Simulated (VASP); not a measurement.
Input of a VASP 6.6.1 run:

The input INCAR:

```
SYSTEM = W
ALGO     = Fast           ! electronic algorithm
EDIFF    = 1E-7           ! SCF threshold, eV
ENCUT    = 520            ! plane-wave cutoff, eV
GGA      = PE             ! functional
ISIF     = 2              ! what is computed and relaxed
ISMEAR   = 0              ! smearing method
ISYM     = 0            
LASPH    = .True.         ! aspherical terms in the spheres
LCHARG   = .True.         ! write CHGCAR
LELF     = .True.         ! ELF
LREAL    = .False.        ! projectors in reciprocal space
LVHAR    = .True.       
LWAVE    = .False.        ! write WAVECAR
NBANDS   = 13             ! bands
NELM     = 60             ! most SCF steps
PREC     = Accurate       ! precision mode
SIGMA    = 0.1            ! smearing width, eV
```

The input KPOINTS:

```
k-points
0
Gamma
  12 8 26
  0 0 0
```

Contents of POSCAR:

```
W
1.0
    2.7570339087      0.0000000000      0.0000000000
    0.0000000000      4.5022175199      0.0000000000
    0.9190113029      2.2511087599      1.2996782485
W
1
Direct
    0.0000000000      0.0000000000      0.0000000000
```

Potentials or basis: VASP PAW PBE potentials, release 64 (W_sv).

The run is started by

```bash
$ cat potpaw_PBE.64/W_sv/POTCAR > POTCAR
$ mpirun -np 1 vasp_std > vasp.out
```

Estimate the pressure.

0.6 GPa.

Estimate the band gap on the k mesh.

zero (band 7 reaches 16.23 eV, above the bottom of band 8 at 10.00 eV).

Caveat: spin-orbit coupling is left out, which moves the levels of the heavy elements.
